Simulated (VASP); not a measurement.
# CFH3 in VASP: single point with PBE+D3(BJ)

Aim: the single point of CFH3 with PBE+D3(BJ).

Everything below comes from runs of VASP 6.6.1. Logs are shortened: lines on timing, memory, paths and dates and some standing lists are left out, and cuts for length are marked.

## Step 1: The cell of the first run

The cell holds a molecule in a box, 5 atoms: a = 5.039 Å, b = 5.039 Å, c = 25.058 Å, α = 90.00°, β = 90.00°, γ = 90.00°.

## Step 2: Single point, PBE+D3(BJ)

INCAR

```
SYSTEM = H3CF
PREC = Accurate
ENCUT = 520
EDIFF = 1E-6
ISMEAR = 0
SIGMA = 0.1
LREAL = .FALSE.
LASPH = .TRUE.
NELM = 60
ALGO = Normal
ISIF = 2
LWAVE = .FALSE.
LCHARG = .TRUE.
LDIPOL = .TRUE.
IDIPOL = 3
DIPOL = 0.5 0.5 0.659
GGA = PE
IVDW = 12
LELF = .TRUE.
LVHAR = .TRUE.
LVACPOTAV = .TRUE.
NBANDS = 15
```

KPOINTS

```
Automatic mesh
0
G
  4 4 1
  0 0 0
```

POSCAR

```
H3CF
1.0
    5.0393684365      0.0000000000      0.0000000000
    0.0000000000      5.0393684365      0.0000000000
    0.0000000000      0.0000000000     25.0575573915
C F H
1 1 3
Direct
   -0.1711446473     -0.0479129324      0.6592009658
   -0.4414230162      0.0010099162      0.6497016132
   -0.1320151626     -0.0202047509      0.7019542806
   -0.1255754820     -0.2519554607      0.6467947348
   -0.0530855953      0.0930314505      0.6353821673
```

Potentials or basis: VASP PAW PBE potentials, release 64 (C, F, H).

On the command line:

```bash
$ cat potpaw_PBE.64/C/POTCAR potpaw_PBE.64/F/POTCAR potpaw_PBE.64/H/POTCAR > POTCAR
$ mpirun -np 1 vasp_std > vasp.out
```

OUTCAR:

```text
SYSTEM = H3CF
   PREC = Accurate
   ENCUT = 520
   EDIFF = 1E-6
   ISMEAR = 0
   LREAL = .FALSE.
   LASPH = .TRUE.
   NELM = 60
   ISIF = 2
   GGA = PE
   IVDW = 12
 IVDW          = 12

 ion  position               nearest neighbor table
   1  0.829  0.952  0.659-   3 1.10   4 1.10   5 1.10   2 1.40
   2  0.559  0.001  0.650-   1 1.40
   3  0.868  0.980  0.702-   1 1.10
   4  0.874  0.748  0.647-   1 1.10
   5  0.947  0.093  0.635-   1 1.10

  LATTYP: Found a simple tetragonal cell.
 ALAT       =     5.0393684365
 C/A-ratio  =     4.9723606653

  Lattice vectors:

 A1 = (   5.0393684365,   0.0000000000,   0.0000000000)
 A2 = (   0.0000000000,   5.0393684365,   0.0000000000)
 A3 = (   0.0000000000,   0.0000000000,  25.0575573915)

Analysis of symmetry for initial positions (statically):
=====================================================================
 Subroutine PRICEL returns:
 Original cell was already a primitive cell.

 Routine SETGRP: Setting up the symmetry group for a
 simple tetragonal supercell.

 Subroutine GETGRP returns: Found  1 space group operations
 (whereof  1 operations were pure point group operations)
 out of a pool of 16 trial point group operations.

The static configuration has the point symmetry C_1 .

Analysis of symmetry for dynamics (positions and initial velocities):
=====================================================================
 Subroutine PRICEL returns:
 Original cell was already a primitive cell.

 Routine SETGRP: Setting up the symmetry group for a
 simple tetragonal supercell.

 Subroutine GETGRP returns: Found  1 space group operations
 (whereof  1 operations were pure point group operations)
 out of a pool of 16 trial point group operations.

The dynamic configuration has the point symmetry C_1 .

 Subroutine INISYM returns: Found  1 space group operations
 (whereof  1 operations are pure point group operations),
 and found     1 'primitive' translations

----------------------------------------------------------------------------------------

                                     Primitive cell

  volume of cell :     636.3425

  direct lattice vectors                    reciprocal lattice vectors
     5.039368437  0.000000000  0.000000000     0.198437565  0.000000000  0.000000000
     0.000000000  5.039368437  0.000000000     0.000000000  0.198437565  0.000000000
     0.000000000  0.000000000 25.057557392     0.000000000  0.000000000  0.039908120

  length of vectors
     5.039368437  5.039368437 25.057557392     0.198437565  0.198437565  0.039908120

  position of ions in fractional coordinates (direct lattice)
     0.828855353  0.952087068  0.659200966
     0.558576984  0.001009916  0.649701613
     0.867984837  0.979795249  0.701954281
     0.874424518  0.748044539  0.646794735
     0.946914405  0.093031450  0.635382167

  ion indices of the primitive-cell ions
   primitive index   ion index
                 1           1
                 2           2
                 3           3
                 4           4
                 5           5

----------------------------------------------------------------------------------------

 KPOINTS: Automatic mesh

Automatic generation of k-mesh.
 Grid dimensions read from file:
 generate k-points for:    4    4    1

 Generating k-lattice:

  Cartesian coordinates                     Fractional coordinates (reciprocal lattice)
     0.049609391  0.000000000  0.000000000     0.250000000  0.000000000  0.000000000
     0.000000000  0.049609391  0.000000000     0.000000000  0.250000000  0.000000000
     0.000000000  0.000000000  0.039908120     0.000000000  0.000000000  1.000000000

  Length of vectors
     0.049609391  0.049609391  0.039908120

  Shift w.r.t. Gamma in fractional coordinates (k-lattice)
     0.000000000  0.000000000  0.000000000

 Subroutine IBZKPT returns following result:
 ===========================================

 Found     10 irreducible k-points:

 Following reciprocal coordinates:
            Coordinates               Weight
  0.000000  0.000000  0.000000      1.000000
  0.250000  0.000000  0.000000      2.000000
  0.000000  0.250000  0.000000      2.000000
  0.500000  0.000000  0.000000      1.000000
  0.000000  0.500000  0.000000      1.000000
  0.250000  0.250000  0.000000      2.000000
 -0.250000  0.250000  0.000000      2.000000
  0.500000  0.250000  0.000000      2.000000
 -0.250000  0.500000  0.000000      2.000000
  0.500000  0.500000  0.000000      1.000000
   k-points           NKPTS =     10   k-points in BZ     NKDIM =     10   number of bands    NBANDS=     15
   number of dos      NEDOS =    301   number of ions     NIONS =      5
   total plane-waves  NPLWV = 307200
   dimension x,y,z NGX =    40 NGY =   40 NGZ =  192
   dimension x,y,z NGXF=    80 NGYF=   80 NGZF=  384
   ions per type =               1   1   3
   NGX,Y,Z   is equivalent  to a cutoff of  13.20, 13.20, 12.74 a.u.
   NGXF,Y,Z  is equivalent  to a cutoff of  26.39, 26.39, 25.48 a.u.
 SYSTEM =  H3CF
   PREC   = accura    normal or accurate (medium, high low for compatibility)
   ISTART =      0    job   : 0-new  1-cont  2-samecut
   ICHARG =      2    charge: 1-file 2-atom 10-const
   ISPIN  =      1    spin polarized calculation?
   LNONCOLLINEAR =      F non collinear calculations
   LSORBIT =      F    spin-orbit coupling
   LASPH  =      T    aspherical Exc in radial PAW
   ENCUT  =  520.0 eV  38.22 Ry    6.18 a.u.   9.37  9.37 46.59*2*pi/ulx,y,z
   NELM   =     60;   NELMIN=  2; NELMDL= -5     # of ELM steps
   EDIFF  = 0.1E-05   stopping-criterion for ELM
   LREAL  =      F    real-space projection
[... 7 lines left out ...]
   TEBEG  =    0.0;   TEEND  =   0.0 temperature during run
   PSTRESS=    0.0 pullay stress
   NELECT =      14.0000    total number of electrons
   NUPDOWN=      -1.0000    fix difference up-down
   EMIN   =  10.00;   EMAX   =-10.00  energy-range for DOS
   EFERMI =   0.00;   METHOD = LEGACY
   ISMEAR =     0;   SIGMA  =   0.10  broadening in eV -4-tet -1-fermi 0-gaus
   EFERMI_NEDOS =   21; number of points for ismear=-14 and -15
   IALGO  =     38    algorithm
   IMIX   =      4    mixing-type and parameters
     AMIX     =   0.40;   BMIX     =  1.00
     AMIX_MAG =   1.60;   BMIX_MAG =  1.00
  volume/ion in A,a.u.               =     127.27       858.85
  Fermi-wavevector in a.u.,A,eV,Ry     =   0.458727  0.866867  2.863074  0.210430
  Thomas-Fermi vector in A             =   1.444212
   LORBIT       =      0    0 simple, 1 ext, 2 COOP (PROOUT), +10 PAW based schemes
   GGA     = PE    functional components
   LHFCALC =     F    Hartree Fock is set to
   AEXX    =    0.0000 exact exchange contribution
   IVDW    =    12    specifies the selected vdW correction
   LEPSILON=     F    determine dielectric tensor
   LRPA    =     F    only Hartree local field effects (RPA)
 non-spin polarized calculation
 Gauss-broadening in eV      SIGMA  =   0.10
  energy-cutoff  :      520.00
  volume of cell :      636.34
 maximum number of plane-waves:     17185
 NGX is ok and might be reduce to    40
   NGX = 19   NGY = 19   NGZ = 93

 number of electron      14.0000003 magnetization

 dipolmoment           0.000000      0.000000     -0.055160 electrons x Angstroem

 Free energy of the ion-electron system (eV)
  ---------------------------------------------------
  ext. energy  EPLUGINS =         0.00000000
  ---------------------------------------------------
  free energy    TOTEN  =       -24.00974108 eV

  energy without entropy =      -24.00974108  energy(sigma->0) =      -24.00974108

 E-fermi :  -7.1954     XC(G=0):  -0.9431

 val. band max:       -7.6841995806   @ k =   0.0000   0.0000   0.0000
 cond. band min:      -0.8504994371   @ k =   0.0000   0.0000   0.0000
 fundamental gap:      6.8337001435
 Fermi energy:        -7.1953710531

 k-point     1 :       0.0000    0.0000    0.0000
  band No.  band energies     occupation
      1     -29.3711      2.00000
      2     -16.8542      2.00000
      3     -11.6631      2.00000
      4     -11.2516      2.00000
      5     -11.1481      2.00000
      6      -7.7457      2.00000
      7      -7.6842      2.00000
      8      -0.8505      0.00000
      9      -0.0018      0.00000
     10       0.2914      0.00000
     11       0.8214      0.00000
     12       0.9217      0.00000
     13       1.7793      0.00000
     14       1.8832      0.00000
     15       2.1093      0.00000

 k-point     2 :       0.2500    0.0000    0.0000
  band No.  band energies     occupation
      1     -29.3702      2.00000
      2     -16.8905      2.00000
      3     -11.5656      2.00000
      4     -11.2387      2.00000
      5     -11.1382      2.00000
      6      -7.7708      2.00000
      7      -7.7014      2.00000
      8      -0.6588      0.00000
      9       0.3442      0.00000
     10       0.6540      0.00000
     11       0.9540      0.00000
     12       1.2015      0.00000
     13       1.2959      0.00000
     14       2.1019      0.00000
     15       2.3656      0.00000
[... 113 lines left out ...]
      3     -11.5545      2.00000
      4     -11.2538      2.00000
      5     -11.2013      2.00000
      6      -7.7701      2.00000
      7      -7.7452      2.00000
      8       0.5826      0.00000
      9       0.9405      0.00000
     10       1.4358      0.00000
     11       1.5767      0.00000
     12       1.9945      0.00000
     13       2.1014      0.00000
     14       2.1345      0.00000
     15       2.5577      0.00000

 k-point    10 :       0.5000    0.5000    0.0000
  band No.  band energies     occupation
      1     -29.3690      2.00000
      2     -16.9118      2.00000
      3     -11.4536      2.00000
      4     -11.2388      2.00000
      5     -11.1966      2.00000
      6      -7.8031      2.00000
      7      -7.7597      2.00000
      8       0.4145      0.00000
      9       1.5851      0.00000
     10       1.7556      0.00000
     11       1.9873      0.00000
     12       2.1919      0.00000
     13       2.7433      0.00000
     14       2.9242      0.00000
     15       3.0703      0.00000

------------------------ aborting loop because EDIFF is reached ----------------------------------------

 vacuum level on the upper side and lower side of the slab       (xc-potential included)        -0.219         0.028

 Edisp (eV)   -0.05406

 E8    (eV) :    -0.0123

  FORCE on cell =-STRESS in cart. coord.  units (eV):
  Direction    XX          YY          ZZ          XY          YZ          ZX
  --------------------------------------------------------------------------------------
  -------------------------------------------------------------------------------------
  Total       0.00891    -0.19897    -0.17642    -0.10041     0.00704     0.11834
  in kB       0.02243    -0.50095    -0.44419    -0.25282     0.01774     0.29796
  external pressure =       -0.31 kB  Pullay stress =        0.00 kB

 VOLUME and BASIS-vectors are now :
 -----------------------------------------------------------------------------
  energy-cutoff  :      520.00
  volume of cell :      636.34
      direct lattice vectors                 reciprocal lattice vectors
     5.039368437  0.000000000  0.000000000     0.198437565  0.000000000  0.000000000
     0.000000000  5.039368437  0.000000000     0.000000000  0.198437565  0.000000000
     0.000000000  0.000000000 25.057557392     0.000000000  0.000000000  0.039908120

 POSITION                                       TOTAL-FORCE (eV/Angst)
 -----------------------------------------------------------------------------------
      4.17691      4.79792     16.51797         0.273566      0.066206     -0.112716
      2.81488      0.00509     16.27994        -0.259914      0.037053     -0.019874
      4.37410      4.93755     17.58926         0.028813     -0.026492     -0.012175
      4.40655      3.76967     16.20710        -0.000556     -0.005384      0.049241
      4.77185      0.46882     15.92113        -0.041909     -0.071383      0.095524
 -----------------------------------------------------------------------------------
    total drift:                                0.001382     -0.000633      0.000307

  FREE ENERGIE OF THE ION-ELECTRON SYSTEM (eV)
  ---------------------------------------------------
  free  energy   TOTEN  =       -24.0637997586 eV

  energy  without entropy=      -24.0637997586  energy(sigma->0) =      -24.06379976

 vacuum level on the upper side and lower side of the slab         0.076         0.469
```

It took 1.7 min on 1 thread of Intel Xeon Platinum 8559C (Emerald Rapids), shared host; peak memory 0.66 GiB.

What came out:

| Property | Result |
| --- | --- |
| Free energy | -24.0638 eV |
| Largest force | 0.303 eV/Å |
| Gap between the frontier levels | 6.83 eV, direct |
| Dispersion energy per atom | -0.011 eV |
| Ionisation potential of the upper face | 7.76 eV |

Forces on the atoms (eV/Å):
```
C    0.274  0.066 -0.113
F   -0.260  0.037 -0.020
H    0.029 -0.026 -0.012
H   -0.001 -0.005  0.049
H   -0.042 -0.071  0.096
```
